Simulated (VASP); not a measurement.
Wanted: the native input for a VASP 6.6.1 run.

```
Task                    : single point
Functional              : PBE
Potentials or basis     : VASP PAW PBE potentials, release 64 (Zr_sv)
Cutoff                  : 520 eV
k mesh                  : 16 × 16 × 14
Occupations             : fermi-dirac, width 0.1 eV
Spin                    : no spin polarisation
Dipole correction       : no
k mesh for the DOS      : 24 × 24 × 21
Occupations for the DOS : tetrahedron
Further INCAR settings  : ALGO = Normal; EDIFF = 1e-06; NBANDS = 12
```

The system is Zr.

```xyz
1
Lattice="2.3404 0.0000 0.0000 -1.1702 2.0268 0.0000 0.0000 0.0000 2.2643" Properties=species:S:1:pos:R:3 pbc="T T T"
Zr    0.0000    0.0000    0.0000
```

This isn't the form of Zr at room conditions, which is hcp.

The input as run:

POSCAR

```
Zr
1.0
    2.3403987868      0.0000000000      0.0000000000
   -1.1701993934      2.0268448044      0.0000000000
    0.0000000000      0.0000000000      2.2642938997
Zr
1
Direct
    0.0000000000      0.0000000000      0.0000000000
```

INCAR.step1

```
SYSTEM = Zr
PREC = Accurate
ENCUT = 520
EDIFF = 1E-6
ISMEAR = -1
SIGMA = 0.1
LREAL = .False.
LASPH = .True.
NELM = 100
ALGO = Normal
ISIF = 2
LWAVE = .False.
LCHARG = .True.
LMAXMIX = 4
GGA = PE
NBANDS = 12
```

KPOINTS.step1

```
regular mesh
0
Gamma
  16 16 14
  0 0 0
```

INCAR.step2

```
SYSTEM = Zr
PREC = Accurate
ENCUT = 520
EDIFF = 1E-6
ISMEAR = -5
SIGMA = 0.1
LREAL = .False.
LASPH = .True.
NELM = 100
ALGO = Normal
ISIF = 2
LWAVE = .False.
LCHARG = .False.
LMAXMIX = 4
GGA = PE
LORBIT = 11
NBANDS = 12
NEDOS = 1001
ICHARG = 11
```

KPOINTS.step2

```
regular mesh
0
Gamma
  24 24 21
  0 0 0
```

Potentials or basis: VASP PAW PBE potentials, release 64 (Zr_sv).

The run is started by

```console
$ cat potpaw_PBE.64/Zr_sv/POTCAR > POTCAR
$ cp INCAR.step1 INCAR
$ cp KPOINTS.step1 KPOINTS
$ mpirun -np 1 vasp_std > vasp.out
$ cp INCAR.step2 INCAR
$ cp KPOINTS.step2 KPOINTS
$ mpirun -np 1 vasp_std > vasp.out
```

It gave:

```json
{
  "Valence electrons inside the program's atomic spheres": "Zr 11.73"
}
```

Run time: 62 s on 1 thread of Intel Xeon 6455B (shared host), peak memory 0.21 GiB.
